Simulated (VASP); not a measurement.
A run of VASP 6.6.1 is set up as follows.

File POSCAR:

```
BiP
1.0
    4.0270471677      0.0000000000      0.0000000000
   -2.0135235838      3.4875251495      0.0000000000
    0.0000000000      0.0000000000      3.7986001888
Bi P
1 1
Direct
    0.0000000000      0.0000000000      0.0000000000
    0.6666666667      0.3333333333      0.5000000000
```

File INCAR.step1:

```
SYSTEM = BiP
ALGO = Normal
EDIFF = 1E-4
ENCUT = 520
GGA = PE
ISMEAR = 0
LASPH = .TRUE.
LCHARG = .FALSE.
LREAL = .FALSE.
LWAVE = .TRUE.
NBANDS = 17
NELM = 80
PREC = Accurate
SIGMA = 0.05
```

Contents of INCAR.step2:

```
SYSTEM = BiP
ALGO = Normal
EDIFF = 1E-6
ENCUT = 520
ISIF = 2
ISMEAR = 0
ISTART = 1
LASPH = .TRUE.
LCHARG = .FALSE.
LMIXTAU = .TRUE.
LREAL = .FALSE.
LWAVE = .FALSE.
METAGGA = R2SCAN
NBANDS = 17
NELM = 80
PREC = Accurate
SIGMA = 0.05
```

Contents of KPOINTS:

```
k-points
0
G
  10 10 10
  0 0 0
```

Potentials or basis: VASP PAW PBE potentials, release 64 (Bi_d, P).

Launch:

```bash
$ cat potpaw_PBE.64/Bi_d/POTCAR potpaw_PBE.64/P/POTCAR > POTCAR
$ cp INCAR.step1 INCAR
$ mpirun -np 1 vasp_std > vasp.out
$ cp INCAR.step2 INCAR
$ mpirun -np 1 vasp_std > vasp.out
```

**Question.** What does it give for the band gap on the k mesh?

**Answer.** Zero (bands 10 and 11 overlap by 2.28 eV).

**Question.** Predict the pressure.

**Answer.** -4.1 GPa.

Caveat: the cell stands under tension; the PAW data sets were made with another functional, which shifts forces and pressure a little; spin-orbit coupling is left out, which moves the levels of the heavy elements.
